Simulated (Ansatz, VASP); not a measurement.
This is a calculation of Mg3Te for VASP 6.6.1.

Contents of INCAR:

```
PREC = Accurate
ENCUT = 520
EDIFF = 1E-6
ISMEAR = -1
SIGMA = 0.05
LREAL = False
LASPH = True
NELM = 60
ALGO = Fast
ISIF = 2
LWAVE = False
LCHARG = False
GGA = CA
NBANDS = 14
```

Contents of KPOINTS:

```
regular mesh
0
Gamma
  9 9 9
```

POSCAR

```
Mg3Te
1.0
   -2.1250014466      2.1250014466      5.2470339922
    2.1250014466     -2.1250014466      5.2470339922
    2.1250014466      2.1250014466     -5.2470339922
Te Mg
1 3
Direct
    0.0000000000      0.0000000000      0.0000000000
    0.2500000000      0.7500000000      0.5000000000
    0.7500000000      0.2500000000      0.5000000000
    0.5000000000      0.5000000000      0.0000000000
```

Potentials or basis: VASP PAW LDA potentials, release 64 (Te, Mg).

Launch:

```sh
$ cat potpaw_LDA.64/Te/POTCAR potpaw_LDA.64/Mg/POTCAR > POTCAR
$ mpirun -np 1 vasp_std > vasp.out
```

Task: Set up the same calculation for Ansatz 0.2.0. Potentials there: all-electron LAPW, scalar-relativistic.

Result: As run (the cutoff follows the program's own potentials):

input.yaml

```yaml
crystal:
  lattice:
    - [-2.1250014466, 2.1250014466, 5.2470339922]
    - [2.1250014466, -2.1250014466, 5.2470339922]
    - [2.1250014466, 2.1250014466, -5.2470339922]
  atoms:
    - { symbol: Te, position: [0.0, 0.0, 0.0] }
    - { symbol: Mg, position: [0.25, 0.75, 0.5] }
    - { symbol: Mg, position: [0.75, 0.25, 0.5] }
    - { symbol: Mg, position: [0.5, 0.5, 0.0] }
kpoints:
  mp_grid: { grid: [9, 9, 9] }
scf:
  occupations: { method: fermi_dirac, width: 0.05 }
hamiltonian:
  xc: lda
  pseudopotentials: { kind: all_electron, lapw: { basis_error: 0.002 } }
output:
  forces: true
  stress: true
  eigenvalues: true
```

Potentials or basis: all-electron LAPW, scalar-relativistic.

Run with:

```sh
$ ansatz run input.yaml --threads 2 --pin off --max-ram 8192MiB --backend cpu --events-out ev --progress --plain --runs-dir out
```

Both were run:

|  | VASP | Ansatz | Ansatz less VASP |
| --- | --- | --- | --- |
| gap on the k mesh at the Fermi level (eV) | none | none | - |
| pressure (GPa) | -1.9 | -1.6 | +0.32 |
| traceless stress, the component that is largest in VASP (GPa) | 0.00 | 0.05 | +0.049 |

LDA's correlation is that of Perdew and Zunger in VASP and of Perdew and Wang (1992) in Ansatz. A gap of «none» marks a metal or a gap that the smearing closes. Ansatz ran all-electron here, and VASP with PAW potentials.

Neither program's run includes spin-orbit coupling.
